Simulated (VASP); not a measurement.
# Ni (Fm-3m) in VASP: a series of runs

Runs on Ni. Level: PBE. Tasks: single point.

Program: VASP 6.6.1. These are calculated values, not measurements. Logs are shortened: lines on timing, memory, paths and dates and some standing lists are left out, and cuts for length are marked.

**1. The cell of the first run**

Symmetry: Fm-3m, No. 225, cubic system. The conventional cell has a = 3.517 Å, b = 3.517 Å, c = 3.517 Å, α = 90.00°, β = 90.00°, γ = 90.00°. Within 3.3 Å of Ni (site symmetry m-3m) lie 12 Ni at 2.49 Å.

**2. Single point, PBE, collinear spin, ferromagnetic start**

Input file INCAR:

```
SYSTEM = Ni
  ALGO = Normal
  EDIFF = 1E-6
  ENCUT = 520
  GGA = PE
  ISIF = 2
  ISMEAR = -1
  ISPIN = 2
  LASPH = .TRUE.
  LCHARG = .FALSE.
  LMAXMIX = 4
  LORBIT = 11
  LREAL = .FALSE.
  LWAVE = .FALSE.
  MAGMOM = 0.97
  NBANDS = 15
  NELM = 150
  NUPDOWN = 0.97
  PREC = Accurate
  SIGMA = 0.05
```

Input file KPOINTS:

```
k-points
0
G
  15 15 15
  0 0 0
```

Input file POSCAR:

```
Ni
1.0
    0.0000000000      1.7586000000      1.7586000000
    1.7586000000      0.0000000000      1.7586000000
    1.7586000000      1.7586000000      0.0000000000
Ni
1
Direct
    0.0000000000      0.0000000000      0.0000000000
```

Potentials or basis: VASP PAW PBE potentials, release 64 (Ni).

On the command line:

```
$ cat potpaw_PBE.64/Ni/POTCAR > POTCAR
$ mpirun -np 1 vasp_std > vasp.out
```

OUTCAR:

```text
SYSTEM = Ni
   EDIFF = 1E-6
   ENCUT = 520
   GGA = PE
   ISIF = 2
   ISMEAR = -1
   ISPIN = 2
   LASPH = .TRUE.
   LORBIT = 11
   LREAL = .FALSE.
   NELM = 150
   NUPDOWN = 0.97
   PREC = Accurate

 ion  position               nearest neighbor table
   1  0.000  0.000  0.000-

  LATTYP: Found a face centered cubic cell.
 ALAT       =     3.5172000000

  Lattice vectors:

 A1 = (   0.0000000000,   1.7586000000,   1.7586000000)
 A2 = (   1.7586000000,   0.0000000000,   1.7586000000)
 A3 = (   1.7586000000,   1.7586000000,   0.0000000000)

Analysis of symmetry for initial positions (statically):
=====================================================================
 Subroutine PRICEL returns:
 Original cell was already a primitive cell.

 Routine SETGRP: Setting up the symmetry group for a
 face centered cubic supercell.

 Subroutine GETGRP returns: Found 48 space group operations
 (whereof 48 operations were pure point group operations)
 out of a pool of 48 trial point group operations.

The static configuration has the point symmetry O_h .

Analysis of symmetry for dynamics (positions and initial velocities):
=====================================================================
 Subroutine PRICEL returns:
 Original cell was already a primitive cell.

 Routine SETGRP: Setting up the symmetry group for a
 face centered cubic supercell.

 Subroutine GETGRP returns: Found 48 space group operations
 (whereof 48 operations were pure point group operations)
 out of a pool of 48 trial point group operations.

The dynamic configuration has the point symmetry O_h .

Analysis of structural, dynamic, and magnetic symmetry:
=====================================================================
 Subroutine PRICEL returns:
 Original cell was already a primitive cell.

 Routine SETGRP: Setting up the symmetry group for a
 face centered cubic supercell.

 Subroutine GETGRP returns: Found 48 space group operations
 (whereof 48 operations were pure point group operations)
 out of a pool of 48 trial point group operations.

The overall configuration has the point symmetry O_h .

 Subroutine INISYM returns: Found 48 space group operations
 (whereof 48 operations are pure point group operations),
 and found     1 'primitive' translations

----------------------------------------------------------------------------------------

                                     Primitive cell

  volume of cell :      10.8776

  direct lattice vectors                    reciprocal lattice vectors
     0.000000000  1.758600000  1.758600000    -0.284317070  0.284317070  0.284317070
     1.758600000  0.000000000  1.758600000     0.284317070 -0.284317070  0.284317070
     1.758600000  1.758600000  0.000000000     0.284317070  0.284317070 -0.284317070

  length of vectors
     2.487035971  2.487035971  2.487035971     0.492451611  0.492451611  0.492451611

  position of ions in fractional coordinates (direct lattice)
     0.000000000  0.000000000  0.000000000

  ion indices of the primitive-cell ions
   primitive index   ion index
                 1           1

----------------------------------------------------------------------------------------

 KPOINTS: k-points

Automatic generation of k-mesh.
 Grid dimensions read from file:
 generate k-points for:   15   15   15

 Generating k-lattice:

  Cartesian coordinates                     Fractional coordinates (reciprocal lattice)
    -0.018954471  0.018954471  0.018954471     0.066666667  0.000000000  0.000000000
     0.018954471 -0.018954471  0.018954471     0.000000000  0.066666667  0.000000000
     0.018954471  0.018954471 -0.018954471     0.000000000  0.000000000  0.066666667

  Length of vectors
     0.032830107  0.032830107  0.032830107

  Shift w.r.t. Gamma in fractional coordinates (k-lattice)
     0.000000000  0.000000000  0.000000000

 Subroutine IBZKPT returns following result:
 ===========================================

 Found    120 irreducible k-points:

 Following reciprocal coordinates:
            Coordinates               Weight
  0.000000  0.000000  0.000000      1.000000
  0.066667  0.000000  0.000000      8.000000
  0.133333  0.000000  0.000000      8.000000
  0.200000  0.000000  0.000000      8.000000
  0.266667  0.000000  0.000000      8.000000
  0.333333  0.000000  0.000000      8.000000
[... 16 lines left out ...]
  0.133333  0.133333  0.000000      6.000000
  0.200000  0.133333  0.000000     24.000000
 [... further k-points ...]
   k-points           NKPTS =    120   k-points in BZ     NKDIM =    120   number of bands    NBANDS=     15
   number of dos      NEDOS =    301   number of ions     NIONS =      1
   total plane-waves  NPLWV =   5832
   dimension x,y,z NGX =    18 NGY =   18 NGZ =   18
   dimension x,y,z NGXF=    36 NGYF=   36 NGZF=   36
   ions per type =               1
   NGX,Y,Z   is equivalent  to a cutoff of  12.03, 12.03, 12.03 a.u.
   NGXF,Y,Z  is equivalent  to a cutoff of  24.06, 24.06, 24.06 a.u.
 SYSTEM =  Ni
   PREC   = accura    normal or accurate (medium, high low for compatibility)
   ISTART =      0    job   : 0-new  1-cont  2-samecut
   ICHARG =      2    charge: 1-file 2-atom 10-const
   ISPIN  =      2    spin polarized calculation?
   LNONCOLLINEAR =      F non collinear calculations
   LSORBIT =      F    spin-orbit coupling
   LASPH  =      T    aspherical Exc in radial PAW
   ENCUT  =  520.0 eV  38.22 Ry    6.18 a.u.   4.62  4.62  4.62*2*pi/ulx,y,z
   NELM   =    150;   NELMIN=  2; NELMDL= -5     # of ELM steps
   EDIFF  = 0.1E-05   stopping-criterion for ELM
   LREAL  =      F    real-space projection
   EDIFFG = 0.1E-04   stopping-criterion for IOM
   NSW    =      0    number of steps for IOM
   IBRION =     -1    ionic relax: 0-MD 1-quasi-New 2-CG
   NFREE  =      0    steps in history (QN), initial steepest desc. (CG)
   ISIF   =      2    stress and relaxation
   ISYM   =      2    0-nonsym 1-usesym 2-fastsym
   POTIM  = 0.5000    time-step for ionic-motion
   TEBEG  =    0.0;   TEEND  =   0.0 temperature during run
   PSTRESS=    0.0 pullay stress
   NELECT =      10.0000    total number of electrons
   NUPDOWN=       0.9700    fix difference up-down
   EMIN   =  10.00;   EMAX   =-10.00  energy-range for DOS
   EFERMI =   0.00;   METHOD = LEGACY
   ISMEAR =    -1;   SIGMA  =   0.05  broadening in eV -4-tet -1-fermi 0-gaus
   EFERMI_NEDOS =   21; number of points for ismear=-14 and -15
   IALGO  =     38    algorithm
   IMIX   =      4    mixing-type and parameters
     AMIX     =   0.40;   BMIX     =  1.00
     AMIX_MAG =   1.60;   BMIX_MAG =  1.00
  volume/ion in A,a.u.               =      10.88        73.41
  Fermi-wavevector in a.u.,A,eV,Ry     =   1.591834  3.008130 34.476283  2.533935
  Thomas-Fermi vector in A             =   2.690313
   LORBIT       =     11    0 simple, 1 ext, 2 COOP (PROOUT), +10 PAW based schemes
   GGA     = PE    functional components
   LHFCALC =     F    Hartree Fock is set to
   AEXX    =    0.0000 exact exchange contribution
   IVDW    =     0    specifies the selected vdW correction
   LEPSILON=     F    determine dielectric tensor
   LRPA    =     F    only Hartree local field effects (RPA)
 spin polarized calculation
  energy-cutoff  :      520.00
  volume of cell :       10.88
 maximum number of plane-waves:       303
   NGX =  9   NGY =  9   NGZ =  9

 number of electron      10.0000013 magnetization       0.9700002

 Free energy of the ion-electron system (eV)
  ---------------------------------------------------
  ext. energy  EPLUGINS =         0.00000000
  ---------------------------------------------------
  free energy    TOTEN  =        -5.39719701 eV

  energy without entropy =       -5.38583165  energy(sigma->0) =       -5.39151433

 E-fermi :   9.2811     XC(G=0): -13.2740

 val. band max:       10.3514160363   @ k =   0.4667   0.4000   0.0667
 cond. band min:       9.2848897469   @ k =   0.3333   0.2667   0.0000
 fundamental gap:     -1.0665262894
 Fermi energy:        10.3661754565

 spin component 1

 k-point     1 :       0.0000    0.0000    0.0000
  band No.  band energies     occupation
      1       0.3040      1.00000
      2       6.6615      1.00000
      3       6.6615      1.00000
      4       6.6615      1.00000
      5       7.8265      1.00000
      6       7.8265      1.00000
      7      33.0593      0.00000
      8      36.8989      0.00000
      9      36.8989      0.00000
     10      36.8989      0.00000
     11      39.7929      0.00000
     12      39.7929      0.00000
     13      39.7929      0.00000
     14      42.8230      0.00000
     15      49.0697      0.00000
[... 397 lines left out ...]
 k-point    24 :       0.2000    0.1333    0.0000
  band No.  band energies     occupation
      1       1.8022      1.00000
      2       6.2081      1.00000
      3       7.0142      1.00000
      4       7.0380      1.00000
      5       7.4914      1.00000
      6       7.9973      1.00000
      7      28.9707      0.00000
      8      31.5466      0.00000
      9      32.0149      0.00000
     10      34.3032      0.00000
     11      38.6706      0.00000
     12      43.2093      0.00000
     13      44.9451      0.00000
     14      45.5467      0.00000
     15      50.3224      0.00000

 [... further k-points ...]

 spin component 2

 k-point     1 :       0.0000    0.0000    0.0000
  band No.  band energies     occupation
      1       0.3909      1.00000
      2       7.7295      1.00000
      3       7.7295      1.00000
      4       7.7295      1.00000
      5       8.7282      0.99998
      6       8.7282      0.99998
      7      32.9980      0.00000
      8      37.0111      0.00000
      9      37.0111      0.00000
     10      37.0111      0.00000
     11      40.0506      0.00000
     12      40.0506      0.00000
     13      40.0506      0.00000
     14      42.8295      0.00000
     15      49.4261      0.00000
[... 397 lines left out ...]
 k-point    24 :       0.2000    0.1333    0.0000
  band No.  band energies     occupation
      1       1.8974      1.00000
      2       7.2224      1.00000
      3       8.0573      1.00000
      4       8.1155      1.00000
      5       8.3950      1.00000
      6       8.9164      0.99932
      7      29.1908      0.00000
      8      31.7777      0.00000
      9      32.1171      0.00000
     10      34.4105      0.00000
     11      39.0419      0.00000
     12      43.3225      0.00000
     13      45.0041      0.00000
     14      45.6237      0.00000
     15      50.5301      0.00000

 [... further k-points ...]

------------------------ aborting loop because EDIFF is reached ----------------------------------------

  FORCE on cell =-STRESS in cart. coord.  units (eV):
  Direction    XX          YY          ZZ          XY          YZ          ZX
  --------------------------------------------------------------------------------------
  -------------------------------------------------------------------------------------
  Total        0.2121874      0.2121874      0.2121874      0.0000000     -0.0000000     -0.0000000
  in kB       31.2535167     31.2535167     31.2535167      0.0000000     -0.0000000     -0.0000000
  external PRESSURE =      31.2535167 kB  Pullay stress =       0.0000000 kB

 VOLUME and BASIS-vectors are now :
 -----------------------------------------------------------------------------
  energy-cutoff  :      520.00
  volume of cell :       10.88
      direct lattice vectors                 reciprocal lattice vectors
     0.000000000  1.758600000  1.758600000    -0.284317070  0.284317070  0.284317070
     1.758600000  0.000000000  1.758600000     0.284317070 -0.284317070  0.284317070
     1.758600000  1.758600000  0.000000000     0.284317070  0.284317070 -0.284317070

 POSITION                                       TOTAL-FORCE (eV/Angst)
 -----------------------------------------------------------------------------------
      0.00000      0.00000      0.00000        -0.000000      0.000000      0.000000
 -----------------------------------------------------------------------------------
    total drift:                                0.000000     -0.000000     -0.000000

  FREE ENERGIE OF THE ION-ELECTRON SYSTEM (eV)
  ---------------------------------------------------
  free  energy   TOTEN  =        -5.3971970081 eV

  energy  without entropy=       -5.3858316492  energy(sigma->0) =       -5.39151433

 total charge

# of ion       s       p       d       tot
------------------------------------------
    1        0.510   0.521   8.269   9.299

 magnetization (x)

# of ion       s       p       d       tot
------------------------------------------
    1        0.008   0.003   0.955   0.965
```

It took 15 s on 1 thread of Intel Xeon 6975P-C (Granite Rapids), shared host; peak memory 0.14 GiB.

Results:

| Item | Value |
| --- | --- |
| Free energy | -5.3972 eV |
| Pressure | 3.1 GPa |
| Net moment | 0.97 μB per cell |
| Site moments | Ni +0.96 μB |
| Valence electrons inside the program's atomic spheres | Ni 9.30 |

Caveat: the total moment is fixed, so each spin has its own Fermi level.

**3. Single point, PBE, collinear spin, ferromagnetic start**

Input file INCAR:

```
ALGO     = Normal         # electronic algorithm
EDIFF    = 1E-7           # SCF threshold, eV
ENCUT    = 520            # plane-wave cutoff, eV
GGA      = PE             # functional
ISIF     = 2              # what is computed and relaxed
ISMEAR   = -1             # smearing method
ISPIN    = 2              # spin polarisation
LASPH    = T              # aspherical terms in the spheres
LCHARG   = T              # write CHGCAR
LELF     = T              # ELF
LMAXMIX  = 4              # l up to which the mixer works
LORBIT   = 11             # projections on sites
LREAL    = F              # projectors in reciprocal space
LVHAR    = T            
LWAVE    = F              # write WAVECAR
MAGMOM   = 1.45           # initial moments
NBANDS   = 15             # bands
NELM     = 150            # most SCF steps
NUPDOWN  = 1.45           # fixed moment
PREC     = Accurate       # precision mode
SIGMA    = 0.05           # smearing width, eV
```

Input file KPOINTS:

```
k-points
0
Gamma
  15 15 15
```

POSCAR is that of step 2.

Potentials or basis: VASP PAW PBE potentials, release 64 (Ni).

On the command line:

```
$ cat potpaw_PBE.64/Ni/POTCAR > POTCAR
$ mpirun -np 1 vasp_std > vasp.out
```

OUTCAR:

```text
EDIFF = 1E-7
   ENCUT = 520
   GGA = PE
   ISIF = 2
   ISMEAR = -1
   ISPIN = 2
   LASPH = T
   LORBIT = 11
   LREAL = F
   NELM = 150
   NUPDOWN = 1.45
   PREC = Accurate

 ion  position               nearest neighbor table
   1  0.000  0.000  0.000-

  LATTYP: Found a face centered cubic cell.
 ALAT       =     3.5172000000

  Lattice vectors:

 A1 = (   0.0000000000,   1.7586000000,   1.7586000000)
 A2 = (   1.7586000000,   0.0000000000,   1.7586000000)
[... 1071 lines left out ...]
  -------------------------------------------------------------------------------------
  Total        0.7455496      0.7455496      0.7455496      0.0000000     -0.0000000      0.0000000
  in kB      109.8135452    109.8135452    109.8135452      0.0000000     -0.0000000      0.0000000
  external PRESSURE =     109.8135452 kB  Pullay stress =       0.0000000 kB

 VOLUME and BASIS-vectors are now :
 -----------------------------------------------------------------------------
  energy-cutoff  :      520.00
  volume of cell :       10.88
      direct lattice vectors                 reciprocal lattice vectors
     0.000000000  1.758600000  1.758600000    -0.284317070  0.284317070  0.284317070
     1.758600000  0.000000000  1.758600000     0.284317070 -0.284317070  0.284317070
     1.758600000  1.758600000  0.000000000     0.284317070  0.284317070 -0.284317070

 POSITION                                       TOTAL-FORCE (eV/Angst)
 -----------------------------------------------------------------------------------
      0.00000      0.00000      0.00000        -0.000000      0.000000     -0.000000
 -----------------------------------------------------------------------------------
    total drift:                                0.000000     -0.000000      0.000000

  FREE ENERGIE OF THE ION-ELECTRON SYSTEM (eV)
  ---------------------------------------------------
  free  energy   TOTEN  =        -4.9297267514 eV

  energy  without entropy=       -4.9178692872  energy(sigma->0) =       -4.92379802

 total charge

# of ion       s       p       d       tot
------------------------------------------
    1        0.526   0.578   8.171   9.276

 magnetization (x)

# of ion       s       p       d       tot
------------------------------------------
    1        0.035   0.095   1.266   1.397
```

stdout:

```text
POSCAR found type information on POSCAR Ni
 POSCAR found :  1 types and       1 ions
 scaLAPACK will be used
 LDA part: xc-table for (Slater+PW92), standard interpolation
 POSCAR, INCAR and KPOINTS ok, starting setup
 FFT: planning ... GRIDC
 FFT: planning ... GRID_SOFT
 FFT: planning ... GRID
 WAVECAR not read
 entering main loop
```

It took 18 s on 1 thread of Intel Xeon 6975P-C (Granite Rapids), shared host; peak memory 0.14 GiB.

Results:

* Free energy: -4.9297 eV
* Pressure: 11.0 GPa
* Net moment: 1.45 μB per cell
* Site moments: Ni +1.40 μB
* Valence electrons inside the program's atomic spheres: Ni 9.28

Caveat: the total moment is fixed, so each spin has its own Fermi level.

**4. Single point, PBE, collinear spin, ferromagnetic start**

Input file INCAR:

```
PREC = Accurate
ENCUT = 520
EDIFF = 1E-6
ISMEAR = -1
SIGMA = 0.05
LREAL = False
LASPH = True
NELM = 150
ALGO = Normal
ISIF = 2
LWAVE = False
LCHARG = True
ISPIN = 2
MAGMOM = 1.94
LORBIT = 11
NUPDOWN = 1.94
LMAXMIX = 4
GGA = PE
LELF = True
LVHAR = True
NBANDS = 15
```

Input file KPOINTS:

```
regular mesh
0
Gamma
  15 15 15
```

POSCAR is that of step 3.

On the command line:

```
$ cat potpaw_PBE.64/Ni/POTCAR > POTCAR
$ mpirun -np 1 vasp_std > vasp.out
```

Wall time 16 s (1 thread of Intel Xeon 6975P-C (Granite Rapids), shared host); peak memory 0.14 GiB.

It converged, with:

```
Free energy                                           : -3.8977 eV
Pressure                                              : 24.4 GPa
Net moment                                            : 1.94 μB per cell
Site moments                                          : Ni +1.82 μB
Valence electrons inside the program's atomic spheres : Ni 9.25
```

Caveat: the total moment is fixed, so each spin has its own Fermi level.

**5. The runs side by side**

| fixed moment (μB) | pressure (GPa) | moment (μB) |
| --- | --- | --- |
| 0.97 | 3.1 | 0.97 |
| 1.45 | 11.0 | 1.45 |
| 1.94 | 24.4 | 1.94 |

Alike in all rows: task single point; level PBE; potentials or basis VASP PAW PBE potentials, release 64 (Ni); spin collinear, ferromagnetic start; cell as given; k mesh 15 × 15 × 15; cutoff (eV) 520; smearing fermi-dirac 0.05 eV.

Caveats: the total moment is fixed, so each spin has its own Fermi level.

Total energies depend on the potentials used, so only differences within one code and one set of settings carry meaning.
